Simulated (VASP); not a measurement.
# Cd3O (I4/mmm) in VASP: notebook, part 2 of 2

VASP 6.6.1.

### Step 5. Single point, PBE

This run uses another cell than the first one, of 19.86 Å³/atom, 1.082 times its volume.

File INCAR:

```
PREC     = Accurate       # precision mode
ENCUT    = 520            # plane-wave cutoff, eV
EDIFF    = 1E-7           # SCF threshold, eV
ISMEAR   = 0              # smearing method
SIGMA    = 0.1            # smearing width, eV
LREAL    = False          # projectors in reciprocal space
LASPH    = True           # aspherical terms in the spheres
NELM     = 100            # most SCF steps
ALGO     = Normal         # electronic algorithm
ISIF     = 2              # what is computed and relaxed
LWAVE    = False          # write WAVECAR
LCHARG   = True           # write CHGCAR
GGA      = PE             # functional
LELF     = True           # ELF
LVHAR    = True         
NBANDS   = 29             # bands
```

File KPOINTS:

```
regular mesh
0
Gamma
  6 6 6
```

File POSCAR:

```
Cd3O
1.0
   -2.0717932475      2.0717932475      4.6279017995
    2.0717932475     -2.0717932475      4.6279017995
    2.0717932475      2.0717932475     -4.6279017995
Cd O
3 1
Direct
    0.5000000000      0.5000000000      0.0000000000
    0.2500000000      0.7500000000      0.5000000000
    0.7500000000      0.2500000000      0.5000000000
    0.0000000000      0.0000000000      0.0000000000
```

Potentials or basis: VASP PAW PBE potentials, release 64 (Cd, O).

Launch:

```
$ cat potpaw_PBE.64/Cd/POTCAR potpaw_PBE.64/O/POTCAR > POTCAR
$ mpirun -np 1 vasp_std > vasp.out
```

OUTCAR:

```text
PREC = Accurate
   ENCUT = 520
   EDIFF = 1E-7
   ISMEAR = 0
   LREAL = False
   LASPH = True
   NELM = 100
   ISIF = 2
   GGA = PE

 ion  position               nearest neighbor table
   1  0.500  0.500  0.000-   2 3.11   3 3.11   2 3.11   3 3.11   2 3.11   3 3.11   2 3.11   3 3.11

   2  0.250  0.750  0.500-   3 2.93   3 2.93   3 2.93   3 2.93   1 3.11   1 3.11   1 3.11   1 3.11

   3  0.750  0.250  0.500-   2 2.93   2 2.93   2 2.93   2 2.93   1 3.11   1 3.11   1 3.11   1 3.11

   4  0.000  0.000  0.000-

  LATTYP: Found a body centered tetragonal cell.
 ALAT       =     4.1435864950
 C/A-ratio  =     2.2337662337

  Lattice vectors:

 A1 = (  -2.0717932475,   2.0717932475,   4.6279017995)
 A2 = (   2.0717932475,  -2.0717932475,   4.6279017995)
 A3 = (   2.0717932475,   2.0717932475,  -4.6279017995)

Analysis of symmetry for initial positions (statically):
=====================================================================
 Subroutine PRICEL returns:
 Original cell was already a primitive cell.

 Routine SETGRP: Setting up the symmetry group for a
 body centered tetragonal supercell.

 Subroutine GETGRP returns: Found 16 space group operations
 (whereof 16 operations were pure point group operations)
 out of a pool of 16 trial point group operations.

The static configuration has the point symmetry D_4h.

Analysis of symmetry for dynamics (positions and initial velocities):
=====================================================================
 Subroutine PRICEL returns:
 Original cell was already a primitive cell.

 Routine SETGRP: Setting up the symmetry group for a
 body centered tetragonal supercell.

 Subroutine GETGRP returns: Found 16 space group operations
 (whereof 16 operations were pure point group operations)
 out of a pool of 16 trial point group operations.

[... 121 lines left out ...]
   IALGO  =     38    algorithm
   IMIX   =      4    mixing-type and parameters
     AMIX     =   0.40;   BMIX     =  1.00
     AMIX_MAG =   1.60;   BMIX_MAG =  1.00
  volume/ion in A,a.u.               =      19.86       134.05
  Fermi-wavevector in a.u.,A,eV,Ry     =   1.323668  2.501369 23.838713  1.752096
  Thomas-Fermi vector in A             =   2.453259
   LORBIT       =      0    0 simple, 1 ext, 2 COOP (PROOUT), +10 PAW based schemes
   GGA     = PE    functional components
   LHFCALC =     F    Hartree Fock is set to
   AEXX    =    0.0000 exact exchange contribution
   IVDW    =     0    specifies the selected vdW correction
   LEPSILON=     F    determine dielectric tensor
   LRPA    =     F    only Hartree local field effects (RPA)
 non-spin polarized calculation
 Gauss-broadening in eV      SIGMA  =   0.10
  energy-cutoff  :      520.00
  volume of cell :       79.46
 maximum number of plane-waves:      2169
 NGX is ok and might be reduce to    42
   NGX = 21   NGY = 21   NGZ = 21

 number of electron      41.9999998 magnetization

 Free energy of the ion-electron system (eV)
  ---------------------------------------------------
  ext. energy  EPLUGINS =         0.00000000
  ---------------------------------------------------
  free energy    TOTEN  =        -6.95241924 eV

  energy without entropy =       -6.94293983  energy(sigma->0) =       -6.94767954

 E-fermi :   1.8266     XC(G=0): -10.5930

 val. band max:        1.8147193951   @ k =   0.1667   0.1667   0.1667
 cond. band min:       1.8532341271   @ k =   0.1667   0.1667  -0.0000
 fundamental gap:      0.0385147320
 Fermi energy:         1.8266285642

 k-point     1 :       0.0000    0.0000    0.0000
  band No.  band energies     occupation
      1     -14.2558      2.00000
      2      -7.8862      2.00000
      3      -7.6528      2.00000
      4      -7.6083      2.00000
      5      -7.1708      2.00000
      6      -7.1708      2.00000
[... 757 lines left out ...]
     28      10.1750      0.00000
     29      10.6683      0.00000

 [... further k-points ...]

------------------------ aborting loop because EDIFF is reached ----------------------------------------

  FORCE on cell =-STRESS in cart. coord.  units (eV):
  Direction    XX          YY          ZZ          XY          YZ          ZX
  --------------------------------------------------------------------------------------
  -------------------------------------------------------------------------------------
  Total       -2.4761993     -2.4761993     -1.8970677      0.0000000     -0.0000000     -0.0000000
  in kB      -49.9297305    -49.9297305    -38.2522034      0.0000000     -0.0000000     -0.0000000
  external PRESSURE =     -46.0372215 kB  Pullay stress =       0.0000000 kB

 VOLUME and BASIS-vectors are now :
 -----------------------------------------------------------------------------
  energy-cutoff  :      520.00
  volume of cell :       79.46
      direct lattice vectors                 reciprocal lattice vectors
    -2.071793248  2.071793248  4.627901800     0.000000000  0.241336823  0.108040322
     2.071793248 -2.071793248  4.627901800     0.241336823  0.000000000  0.108040322
     2.071793248  2.071793248 -4.627901800     0.241336823  0.241336823  0.000000000

 POSITION                                       TOTAL-FORCE (eV/Angst)
 -----------------------------------------------------------------------------------
      0.00000      0.00000      4.62790         0.000000     -0.000000      0.000000
      2.07179      0.00000      2.31395        -0.000000     -0.000000     -0.000000
      0.00000      2.07179      2.31395        -0.000000      0.000000      0.000000
      0.00000      0.00000      0.00000         0.000000     -0.000000      0.000000
 -----------------------------------------------------------------------------------
    total drift:                               -0.000000      0.000000      0.000000

  FREE ENERGIE OF THE ION-ELECTRON SYSTEM (eV)
  ---------------------------------------------------
  free  energy   TOTEN  =        -6.9524192424 eV

  energy  without entropy=       -6.9429398349  energy(sigma->0) =       -6.94767954
```

OSZICAR:

```text
N       E                     dE             d eps       ncg     rms          rms(c)
DAV:   1     0.328719105149E+03    0.32872E+03   -0.21973E+04  1740   0.143E+03
DAV:   2     0.309867158643E+01   -0.32562E+03   -0.31146E+03  1873   0.379E+02
DAV:   3    -0.109698057311E+02   -0.14068E+02   -0.13938E+02  1945   0.828E+01
DAV:   4    -0.110501505632E+02   -0.80345E-01   -0.80324E-01  1825   0.531E+00
DAV:   5    -0.110503458953E+02   -0.19533E-03   -0.19533E-03  1953   0.263E-01    0.112E+01
DAV:   6    -0.922931448197E+01    0.18210E+01   -0.57063E+01  2200   0.335E+01    0.163E+01
DAV:   7    -0.726757372811E+01    0.19617E+01   -0.23374E+01  2026   0.119E+01    0.393E+00
DAV:   8    -0.697721524606E+01    0.29036E+00   -0.19679E+00  1783   0.525E+00    0.256E+00
DAV:   9    -0.696510886328E+01    0.12106E-01   -0.15203E-01  1840   0.221E+00    0.922E-01
DAV:  10    -0.695223786416E+01    0.12871E-01   -0.11636E-01  1881   0.104E+00    0.203E-01
DAV:  11    -0.695231853916E+01   -0.80675E-04   -0.37935E-03  1785   0.229E-01    0.763E-02
DAV:  12    -0.695241688100E+01   -0.98342E-04   -0.38107E-04  1850   0.106E-01    0.171E-02
DAV:  13    -0.695242035386E+01   -0.34729E-05   -0.24353E-05  1860   0.329E-02    0.790E-03
DAV:  14    -0.695241939881E+01    0.95505E-06   -0.23087E-06  1658   0.621E-03    0.402E-03
DAV:  15    -0.695241921682E+01    0.18199E-06   -0.18823E-06  1538   0.441E-03    0.116E-03
DAV:  16    -0.695241924239E+01   -0.25574E-07   -0.18497E-07   953   0.198E-03
   1 F= -.69524192E+01 E0= -.69476795E+01  d E =-.947941E-02
```

It took 1.9 min on 1 thread of Intel Xeon Platinum 8488C (Sapphire Rapids), shared host; peak memory 0.28 GiB.

What came out:

```yaml
Free_energy: -6.9524 eV
Pressure: -4.6 GPa
Band_gap_on_the_k_mesh: zero (band 21 reaches 3.43 eV, above the bottom of band 22 at 1.54 eV)
```

Levels at points of the mesh, in eV from the Fermi level:
```
           k point  band 18  band 19  band 20  band 21  band 22  band 23  band 24  band 25
(0.00, 0.00, 0.00)    -2.41    -1.60    -1.60     1.60     1.68     2.83     2.83     4.15
(0.50, 0.00, 0.00)    -3.95    -2.32    -1.32    -0.24     1.22     1.76     4.35     6.34
(0.50, 0.50, 0.00)    -2.87    -2.64    -2.60    -0.61     0.15     0.41     2.68     3.24
(0.50, 0.50, 0.50)    -3.52    -1.97    -1.97    -0.50     2.62     2.62     3.40     6.93
```

### Step 6. Single point, PBE

File INCAR:

```
SYSTEM = Cd3O
ALGO     = Normal         ! electronic algorithm
EDIFF    = 1E-6           ! SCF threshold, eV
ENCUT    = 600            ! plane-wave cutoff, eV
GGA      = PE             ! functional
GGA_COMPAT= .False.      
ISIF     = 2              ! what is computed and relaxed
ISMEAR   = 0              ! smearing method
LASPH    = .True.         ! aspherical terms in the spheres
LCHARG   = .False.        ! write CHGCAR
LREAL    = .False.        ! projectors in reciprocal space
LWAVE    = .False.        ! write WAVECAR
NBANDS   = 41             ! bands
NELM     = 120            ! most SCF steps
PREC     = Accurate       ! precision mode
SIGMA    = 0.1            ! smearing width, eV
```

File KPOINTS:

```
k-points
0
Gamma
  6 6 6
  0 0 0
```

File POSCAR:

```
Cd3O
1.0
   -1.9280320060      1.9280320060      4.9397960671
    1.9280320060     -1.9280320060      4.9397960671
    1.9280320060      1.9280320060     -4.9397960671
Cd O
3 1
Direct
    0.5000000000      0.5000000000      0.0000000000
    0.2500000000      0.7500000000      0.5000000000
    0.7500000000      0.2500000000      0.5000000000
    0.0000000000      0.0000000000      0.0000000000
```

Potentials or basis: VASP PAW PBE potentials, release 64 (Cd_sv_GW, O).

Launch:

```
$ cat potpaw_PBE.64/Cd_sv_GW/POTCAR potpaw_PBE.64/O/POTCAR > POTCAR
$ mpirun -np 1 vasp_std > vasp.out
```

Wall time 2.5 min (1 thread of Intel Xeon Platinum 8488C (Sapphire Rapids), shared host); peak memory 0.37 GiB.

The run converged. Its results:

| Item | Value |
| --- | --- |
| Free energy | -7.2660 eV |
| Pressure | -0.8 GPa |
| Band gap on the k mesh | zero (band 33 reaches 6.43 eV, above the bottom of band 34 at 5.35 eV) |

Stress tensor (GPa, compression positive):
```
-0.88  0.00  0.00
 0.00 -0.88  0.00
 0.00  0.00 -0.49
```

Levels at points of the mesh, in eV from the Fermi level:
| k point | band 30 | band 31 | band 32 | band 33 | band 34 | band 35 | band 36 | band 37 |
| --- | --- | --- | --- | --- | --- | --- | --- | --- |
| (0.00, 0.00, 0.00) | -3.24 | -1.97 | -1.97 | 0.77 | 1.25 | 2.99 | 2.99 | 5.61 |
| (0.50, 0.00, 0.00) | -4.45 | -2.86 | -1.43 | -0.67 | 1.10 | 1.98 | 5.50 | 6.17 |
| (0.50, 0.50, 0.00) | -3.39 | -2.90 | -2.60 | -0.35 | -0.31 | 0.40 | 1.98 | 3.60 |
| (0.50, 0.50, 0.50) | -3.69 | -2.21 | -2.21 | -0.86 | 2.88 | 2.88 | 4.97 | 6.52 |

Caveat: the k points lie up to 0.38 Å⁻¹ apart.

### Step 7. The runs side by side

```csv
task,potentials or basis,cell,k mesh,cutoff (eV),second run,gap on the mesh (eV),pressure (GPa)
single point,"VASP PAW PBE potentials, release 64 (Cd, O)","a = 5.642 Å, angles 140.0, 140.0, 57.8°, 4 atoms",6 × 6 × 6,520,-,none,0.5
relaxation of cell and atoms,"VASP PAW PBE potentials, release 64 (Cd, O)","relaxed from a = 5.477 Å, angles 135.6, 135.6, 64.7°, 4 atoms",6 × 6 × 6,600,-,none,-0.2
single point,"VASP PAW PBE potentials, release 64 (Cd, O)","a = 5.585 Å, angles 139.4, 139.4, 58.7°, 4 atoms",16 × 16 × 16,520,-,none,0.5
single point,"VASP PAW PBE potentials, release 64 (Cd, O)","a = 5.477 Å, angles 135.6, 135.6, 64.7°, 4 atoms",6 × 6 × 6,520,-,none,-4.6
single point,"VASP PAW PBE potentials, release 64 (Cd_sv_GW, O)","a = 5.642 Å, angles 140.0, 140.0, 57.8°, 4 atoms",6 × 6 × 6,600,valence_matched,none,-0.8
```

Alike in all rows: level PBE; no spin polarisation; smearing gaussian 0.1 eV.

Caveats: some runs use coarse meshes.

Total energies depend on the potentials used, so only differences within one code and one set of settings carry meaning.
